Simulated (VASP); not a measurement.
# In (Fd-3m) in VASP: further runs

Runs on In. Level: PBEsol. Tasks: single point.

Program: VASP 6.6.1. These are calculated values, not measurements. Logs are shortened: lines on timing, memory, paths and dates and some standing lists are left out, and cuts for length are marked.

## Step 1: The cell of the first run

It takes space group Fd-3m (No. 227, cubic). Conventional cell: a = 5.992 Å, b = 5.992 Å, c = 5.992 Å, α = 90.00°, β = 90.00°, γ = 90.00°. In (site symmetry -43m) has 4 In at 2.59 Å within 3.4 Å.

This isn't the form of In at room conditions, which is tetragonal.

## Step 2: Single point, PBEsol (26.89 Å³/atom)

File INCAR:

```
SYSTEM = In
  PREC = Accurate
  ENCUT = 520
  EDIFF = 1E-6
  ISMEAR = -1
  SIGMA = 0.08
  LREAL = .FALSE.
  LASPH = .TRUE.
  NELM = 80
  ALGO = Normal
  ISIF = 2
  LWAVE = .FALSE.
  LCHARG = .FALSE.
  GGA = PS
  NBANDS = 20
```

File KPOINTS:

```
Automatic mesh
0
G
  10 10 10
  0 0 0
```

File POSCAR:

```
In
1.0
    0.0000000000      2.9960332181      2.9960332181
    2.9960332181      0.0000000000      2.9960332181
    2.9960332181      2.9960332181      0.0000000000
In
2
Direct
   -0.1250000000     -0.1250000000     -0.1250000000
    0.1250000000      0.1250000000      0.1250000000
```

Potentials or basis: VASP PAW PBE potentials, release 64 (In_d).

Started as:

```sh
$ cat potpaw_PBE.64/In_d/POTCAR > POTCAR
$ mpirun -np 1 vasp_std > vasp.out
```

OUTCAR:

```text
SYSTEM = In
   PREC = Accurate
   ENCUT = 520
   EDIFF = 1E-6
   ISMEAR = -1
   LREAL = .FALSE.
   LASPH = .TRUE.
   NELM = 80
   ISIF = 2
   GGA = PS

 ion  position               nearest neighbor table
   1  0.875  0.875  0.875-   2 2.59   2 2.59   2 2.59   2 2.59
   2  0.125  0.125  0.125-   1 2.59   1 2.59   1 2.59   1 2.59

  LATTYP: Found a face centered cubic cell.
 ALAT       =     5.9920664362

  Lattice vectors:

 A1 = (   0.0000000000,   2.9960332181,   2.9960332181)
 A2 = (   2.9960332181,   0.0000000000,   2.9960332181)
 A3 = (   2.9960332181,   2.9960332181,   0.0000000000)

Analysis of symmetry for initial positions (statically):
=====================================================================
 Subroutine PRICEL returns:
 Original cell was already a primitive cell.

 Routine SETGRP: Setting up the symmetry group for a
 face centered cubic supercell.

 Subroutine GETGRP returns: Found 48 space group operations
 (whereof 12 operations were pure point group operations)
 out of a pool of 48 trial point group operations.

The static configuration has the point symmetry D_3d.
 The point group associated with its full space group is O_h .

Analysis of symmetry for dynamics (positions and initial velocities):
=====================================================================
 Subroutine PRICEL returns:
 Original cell was already a primitive cell.

 Routine SETGRP: Setting up the symmetry group for a
 face centered cubic supercell.

 Subroutine GETGRP returns: Found 48 space group operations
 (whereof 12 operations were pure point group operations)
 out of a pool of 48 trial point group operations.

The dynamic configuration has the point symmetry D_3d.
 The point group associated with its full space group is O_h .

 Subroutine INISYM returns: Found 48 space group operations
 (whereof 12 operations are pure point group operations),
 and found     1 'primitive' translations

----------------------------------------------------------------------------------------

                                     Primitive cell

  volume of cell :      53.7861

  direct lattice vectors                    reciprocal lattice vectors
     0.000000000  2.996033218  2.996033218    -0.166887335  0.166887335  0.166887335
     2.996033218  0.000000000  2.996033218     0.166887335 -0.166887335  0.166887335
     2.996033218  2.996033218  0.000000000     0.166887335  0.166887335 -0.166887335

  length of vectors
     4.237030810  4.237030810  4.237030810     0.289057344  0.289057344  0.289057344

  position of ions in fractional coordinates (direct lattice)
     0.875000000  0.875000000  0.875000000
     0.125000000  0.125000000  0.125000000

  ion indices of the primitive-cell ions
   primitive index   ion index
                 1           1
                 2           2

----------------------------------------------------------------------------------------

 KPOINTS: Automatic mesh

Automatic generation of k-mesh.
 Grid dimensions read from file:
 generate k-points for:   10   10   10

 Generating k-lattice:

  Cartesian coordinates                     Fractional coordinates (reciprocal lattice)
    -0.016688734  0.016688734  0.016688734     0.100000000  0.000000000  0.000000000
     0.016688734 -0.016688734  0.016688734     0.000000000  0.100000000  0.000000000
     0.016688734  0.016688734 -0.016688734     0.000000000  0.000000000  0.100000000

  Length of vectors
     0.028905734  0.028905734  0.028905734

  Shift w.r.t. Gamma in fractional coordinates (k-lattice)
     0.000000000  0.000000000  0.000000000

 Subroutine IBZKPT returns following result:
 ===========================================

 Found     47 irreducible k-points:

 Following reciprocal coordinates:
            Coordinates               Weight
  0.000000  0.000000  0.000000      1.000000
  0.100000  0.000000  0.000000      8.000000
  0.200000  0.000000  0.000000      8.000000
  0.300000  0.000000  0.000000      8.000000
  0.400000  0.000000  0.000000      8.000000
  0.500000  0.000000  0.000000      4.000000
[... 16 lines left out ...]
  0.300000  0.300000  0.000000      6.000000
  0.400000  0.300000  0.000000     24.000000
 [... further k-points ...]
   k-points           NKPTS =     47   k-points in BZ     NKDIM =     47   number of bands    NBANDS=     20
   number of dos      NEDOS =    301   number of ions     NIONS =      2
   total plane-waves  NPLWV =  32768
   dimension x,y,z NGX =    32 NGY =   32 NGZ =   32
   dimension x,y,z NGXF=    64 NGYF=   64 NGZF=   64
   ions per type =               2
   NGX,Y,Z   is equivalent  to a cutoff of  12.56, 12.56, 12.56 a.u.
   NGXF,Y,Z  is equivalent  to a cutoff of  25.11, 25.11, 25.11 a.u.
 SYSTEM =  In
   PREC   = accura    normal or accurate (medium, high low for compatibility)
   ISTART =      0    job   : 0-new  1-cont  2-samecut
   ICHARG =      2    charge: 1-file 2-atom 10-const
   ISPIN  =      1    spin polarized calculation?
   LNONCOLLINEAR =      F non collinear calculations
   LSORBIT =      F    spin-orbit coupling
   LASPH  =      T    aspherical Exc in radial PAW
   ENCUT  =  520.0 eV  38.22 Ry    6.18 a.u.   7.88  7.88  7.88*2*pi/ulx,y,z
   NELM   =     80;   NELMIN=  2; NELMDL= -5     # of ELM steps
   EDIFF  = 0.1E-05   stopping-criterion for ELM
   LREAL  =      F    real-space projection
   EDIFFG = 0.1E-04   stopping-criterion for IOM
   NSW    =      0    number of steps for IOM
   IBRION =     -1    ionic relax: 0-MD 1-quasi-New 2-CG
   NFREE  =      0    steps in history (QN), initial steepest desc. (CG)
   ISIF   =      2    stress and relaxation
   ISYM   =      2    0-nonsym 1-usesym 2-fastsym
   POTIM  = 0.5000    time-step for ionic-motion
   TEBEG  =    0.0;   TEEND  =   0.0 temperature during run
   PSTRESS=    0.0 pullay stress
   NELECT =      26.0000    total number of electrons
   NUPDOWN=      -1.0000    fix difference up-down
   EMIN   =  10.00;   EMAX   =-10.00  energy-range for DOS
   EFERMI =   0.00;   METHOD = LEGACY
   ISMEAR =    -1;   SIGMA  =   0.08  broadening in eV -4-tet -1-fermi 0-gaus
   EFERMI_NEDOS =   21; number of points for ismear=-14 and -15
   IALGO  =     38    algorithm
   IMIX   =      4    mixing-type and parameters
     AMIX     =   0.40;   BMIX     =  1.00
     AMIX_MAG =   1.60;   BMIX_MAG =  1.00
  volume/ion in A,a.u.               =      26.89       181.48
  Fermi-wavevector in a.u.,A,eV,Ry     =   1.284821  2.427960 22.460025  1.650765
  Thomas-Fermi vector in A             =   2.416992
   LORBIT       =      0    0 simple, 1 ext, 2 COOP (PROOUT), +10 PAW based schemes
   GGA     = PS    functional components
   LHFCALC =     F    Hartree Fock is set to
   AEXX    =    0.0000 exact exchange contribution
   IVDW    =     0    specifies the selected vdW correction
   LEPSILON=     F    determine dielectric tensor
   LRPA    =     F    only Hartree local field effects (RPA)
 non-spin polarized calculation
  energy-cutoff  :      520.00
  volume of cell :       53.79
 maximum number of plane-waves:      1460
   NGX = 15   NGY = 15   NGZ = 15

 number of electron      25.9999997 magnetization

 Free energy of the ion-electron system (eV)
  ---------------------------------------------------
  ext. energy  EPLUGINS =         0.00000000
  ---------------------------------------------------
  free energy    TOTEN  =        -4.56803291 eV

  energy without entropy =       -4.54775655  energy(sigma->0) =       -4.55789473

 E-fermi :   6.5139     XC(G=0): -10.0060

 val. band max:        6.4321756607   @ k =   0.5000   0.3000   0.1000
 cond. band min:       6.6534892594   @ k =   0.3000   0.3000   0.0000
 fundamental gap:      0.2213135987
 Fermi energy:         6.5138844490

 k-point     1 :       0.0000    0.0000    0.0000
  band No.  band energies     occupation
      1      -8.5846      2.00000
      2      -8.5846      2.00000
      3      -8.5846      2.00000
      4      -8.4771      2.00000
      5      -8.4771      2.00000
      6      -7.6261      2.00000
[... 12 lines left out ...]
     19      13.5083      0.00000
     20      16.5161      0.00000

 k-point     2 :       0.1000    0.0000    0.0000
  band No.  band energies     occupation
      1      -8.6126      2.00000
      2      -8.6126      2.00000
      3      -8.5803      2.00000
      4      -8.4380      2.00000
      5      -8.4380      2.00000
      6      -7.6428      2.00000
[... 12 lines left out ...]
     19      14.3512      0.00000
     20      15.9609      0.00000

 k-point     3 :       0.2000    0.0000    0.0000
  band No.  band energies     occupation
      1      -8.6479      2.00000
      2      -8.6479      2.00000
      3      -8.5693      2.00000
      4      -8.3768      2.00000
      5      -8.3768      2.00000
      6      -7.6730      2.00000
[... 12 lines left out ...]
     19      14.7579      0.00000
     20      15.6265      0.00000

 k-point     4 :       0.3000    0.0000    0.0000
  band No.  band energies     occupation
      1      -8.6662      2.00000
      2      -8.6662      2.00000
      3      -8.5561      2.00000
      4      -8.3339      2.00000
      5      -8.3339      2.00000
      6      -7.7111      2.00000
[... 12 lines left out ...]
     19      15.8842      0.00000
     20      16.2020      0.00000

 k-point     5 :       0.4000    0.0000    0.0000
  band No.  band energies     occupation
      1      -8.6703      2.00000
      2      -8.6703      2.00000
      3      -8.5455      2.00000
      4      -8.3171      2.00000
      5      -8.3171      2.00000
      6      -7.7441      2.00000
[... 12 lines left out ...]
     19      17.3986      0.00000
     20      17.3990      0.00000

 k-point     6 :       0.5000    0.0000    0.0000
  band No.  band energies     occupation
      1      -8.6699      2.00000
      2      -8.6699      2.00000
      3      -8.5415      2.00000
      4      -8.3147      2.00000
      5      -8.3147      2.00000
      6      -7.7567      2.00000
[... 12 lines left out ...]
     19      18.2955      0.00000
     20      18.2958      0.00000

 k-point     7 :       0.1000    0.1000    0.0000
  band No.  band energies     occupation
      1      -8.6267      2.00000
      2      -8.5967      2.00000
      3      -8.5967      2.00000
      4      -8.4517      2.00000
      5      -8.3983      2.00000
      6      -7.7213      2.00000
[... 12 lines left out ...]
     19      14.4999      0.00000
     20      15.0830      0.00000
[... 277 lines left out ...]
 k-point    20 :      -0.4000    0.2000    0.0000
  band No.  band energies     occupation
      1      -8.7573      2.00000
      2      -8.7039      2.00000
      3      -8.4469      2.00000
      4      -8.2323      2.00000
      5      -8.1829      2.00000
      6      -7.9129      2.00000
[... 12 lines left out ...]
     19      16.6995      0.00000
     20      17.0807      0.00000

 k-point    21 :      -0.3000    0.2000    0.0000
  band No.  band energies     occupation
      1      -8.7346      2.00000
      2      -8.7144      2.00000
      3      -8.4473      2.00000
      4      -8.3026      2.00000
      5      -8.1779      2.00000
      6      -7.8434      2.00000
[... 12 lines left out ...]
     19      15.6614      0.00000
     20      17.0726      0.00000

 k-point    22 :      -0.2000    0.2000    0.0000
  band No.  band energies     occupation
      1      -8.7096      2.00000
      2      -8.6919      2.00000
      3      -8.4976      2.00000
      4      -8.3460      2.00000
      5      -8.2280      2.00000
      6      -7.8150      2.00000
[... 12 lines left out ...]
     19      14.9415      0.00000
     20      17.1457      0.00000

 k-point    23 :       0.3000    0.3000    0.0000
  band No.  band energies     occupation
      1      -8.6607      2.00000
      2      -8.6607      2.00000
      3      -8.6453      2.00000
      4      -8.2636      2.00000
      5      -8.1038      2.00000
      6      -8.0913      2.00000
[... 12 lines left out ...]
     19      17.7229      0.00000
     20      18.6743      0.00000

 k-point    24 :       0.4000    0.3000    0.0000
  band No.  band energies     occupation
      1      -8.7125      2.00000
      2      -8.6768      2.00000
      3      -8.5750      2.00000
      4      -8.1977      2.00000
      5      -8.1772      2.00000
      6      -8.0209      2.00000
[... 12 lines left out ...]
     19      18.9534      0.00000
     20      19.3390      0.00000

 [... further k-points ...]

------------------------ aborting loop because EDIFF is reached ----------------------------------------

  FORCE on cell =-STRESS in cart. coord.  units (eV):
  Direction    XX          YY          ZZ          XY          YZ          ZX
  --------------------------------------------------------------------------------------
  -------------------------------------------------------------------------------------
  Total        5.1537067      5.1537067      5.1537067     -0.0000000     -0.0000000      0.0000000
  in kB      153.5183920    153.5183920    153.5183920     -0.0000000     -0.0000000      0.0000000
  external PRESSURE =     153.5183920 kB  Pullay stress =       0.0000000 kB

 VOLUME and BASIS-vectors are now :
 -----------------------------------------------------------------------------
  energy-cutoff  :      520.00
  volume of cell :       53.79
      direct lattice vectors                 reciprocal lattice vectors
     0.000000000  2.996033218  2.996033218    -0.166887335  0.166887335  0.166887335
     2.996033218  0.000000000  2.996033218     0.166887335 -0.166887335  0.166887335
     2.996033218  2.996033218  0.000000000     0.166887335  0.166887335 -0.166887335

 POSITION                                       TOTAL-FORCE (eV/Angst)
 -----------------------------------------------------------------------------------
      5.24306      5.24306      5.24306        -0.000000     -0.000000      0.000000
      0.74901      0.74901      0.74901         0.000000      0.000000     -0.000000
 -----------------------------------------------------------------------------------
    total drift:                                0.000000      0.000000     -0.000000

  FREE ENERGIE OF THE ION-ELECTRON SYSTEM (eV)
  ---------------------------------------------------
  free  energy   TOTEN  =        -4.5680329102 eV

  energy  without entropy=       -4.5477565510  energy(sigma->0) =       -4.55789473
```

Wall time 62 s (1 thread of AMD EPYC 7R13, shared host); peak memory 0.16 GiB.

What came out:

```yaml
Free_energy: -4.5680 eV
Pressure: 15.4 GPa
Band_gap_on_the_k_mesh: zero (bands 13 and 14 overlap by 5.08 eV)
```

Levels at points of the mesh, in eV from the Fermi level:
```tsv
k point	band 11	band 12	band 13	band 14	band 15	band 16
(0.00, 0.00, 0.00)	-9.61	3.42	3.42	3.42	4.93	4.93
(0.50, 0.00, 0.00)	-7.03	-4.81	1.47	1.47	3.94	5.88
(0.50, 0.50, 0.00)	-5.30	-5.30	-0.70	-0.70	2.90	2.90
```

Caveat: the cell stands under pressure; the PAW data sets were made with another functional, which shifts forces and pressure a little; spin-orbit coupling is left out, which moves the levels of the heavy elements.

## Step 3: Single point, PBEsol (29.72 Å³/atom)

This run uses another cell than the first one, of 29.72 Å³/atom.

File INCAR:

```
PREC = Accurate
ENCUT = 520
EDIFF = 1E-6
ISMEAR = -1
SIGMA = 0.08
LREAL = F
LASPH = T
NELM = 100
ALGO = Normal
ISIF = 2
LWAVE = F
LCHARG = T
GGA = PS
LELF = T
LVHAR = T
NBANDS = 20
```

File KPOINTS:

```
Automatic mesh
0
Gamma
  10 10 10
```

File POSCAR:

```
In
1.0
    0.0000000000      3.0976702786      3.0976702786
    3.0976702786      0.0000000000      3.0976702786
    3.0976702786      3.0976702786      0.0000000000
In
2
Direct
   -0.1250000000     -0.1250000000     -0.1250000000
    0.1250000000      0.1250000000      0.1250000000
```

Potentials or basis: VASP PAW PBE potentials, release 64 (In_d).

Started as:

```sh
$ cat potpaw_PBE.64/In_d/POTCAR > POTCAR
$ mpirun -np 1 vasp_std > vasp.out
```

Wall time 1.8 min (1 thread of AMD EPYC 7R13, shared host); peak memory 0.19 GiB.

Results (log left out):

```yaml
Free_energy: -4.9618 eV
Pressure: 7.5 GPa
Band_gap_on_the_k_mesh: zero (bands 13 and 14 overlap by 4.48 eV)
```

Levels at points of the mesh, in eV from the Fermi level:
| k point | band 10 | band 11 | band 12 | band 13 | band 14 | band 15 | band 16 | band 17 |
| --- | --- | --- | --- | --- | --- | --- | --- | --- |
| (0.00, 0.00, 0.00) | -13.97 | -9.04 | 3.02 | 3.02 | 3.02 | 4.14 | 4.61 | 4.61 |
| (0.50, 0.00, 0.00) | -13.92 | -6.77 | -4.48 | 1.31 | 1.31 | 3.30 | 5.55 | 5.55 |
| (0.50, 0.50, 0.00) | -13.87 | -5.14 | -5.14 | -0.60 | -0.60 | 2.74 | 2.74 | 11.57 |

Caveat: the cell stands under pressure; the PAW data sets were made with another functional, which shifts forces and pressure a little; spin-orbit coupling is left out, which moves the levels of the heavy elements.
